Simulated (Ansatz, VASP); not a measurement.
# One calculation of PbO2, two programs

```xyz
6
Lattice="5.1472 0.0000 0.0000 0.0000 4.8947 0.0000 0.0000 0.0000 3.3905" Properties=species:S:1:pos:R:3 pbc="T T T"
Pb    0.0000    0.0000    0.0000
Pb    2.5736    2.4474    1.6952
O     1.6648    1.4220    0.0000
O     0.9088    3.8694    1.6952
O     3.4824    3.4727    0.0000
O     4.2384    1.0254    1.6952
```

Alike in both runs: task single point; functional PBEsol; k mesh 8 × 8 × 10; occupations gaussian, width 0.1 eV; no spin polarisation.

|  | VASP | Ansatz |
| --- | --- | --- |
| version | VASP 6.6.1 | Ansatz 0.2.0 |
| potentials or method | VASP PAW PBE potentials, release 64 (Pb_d, O), cutoff 520 eV | scalar-relativistic, plane waves, PAW |
| valence electrons in the cell | 52 | 52 |

Ansatz gave:

| Quantity | Value |
| --- | --- |
| gap on the k mesh at the Fermi level (eV) | 0.17 |
| least direct gap on the mesh (eV) | 0.29 |
| pressure (GPa) | -0.5 |
| traceless stress, the component that is largest in VASP (GPa) | -1.00 |
| rms of the force components (eV/Å) | 0.001 |

**Question.** What did VASP give for the same quantities?

**Answer.** gap on the k mesh at the Fermi level (eV): 0.17; least direct gap on the mesh (eV): 0.28; pressure (GPa): -0.3; traceless stress, the component that is largest in VASP (GPa): -1.07; rms of the force components (eV/Å): 0.005.

VASP's potentials were made for PBE, not for PBEsol. Atom by atom the forces differ by 0.006 eV/Å (rms over components). The functional is the same, so the differences come from potentials, cutoffs and numerics.

Spin-orbit coupling is off throughout.
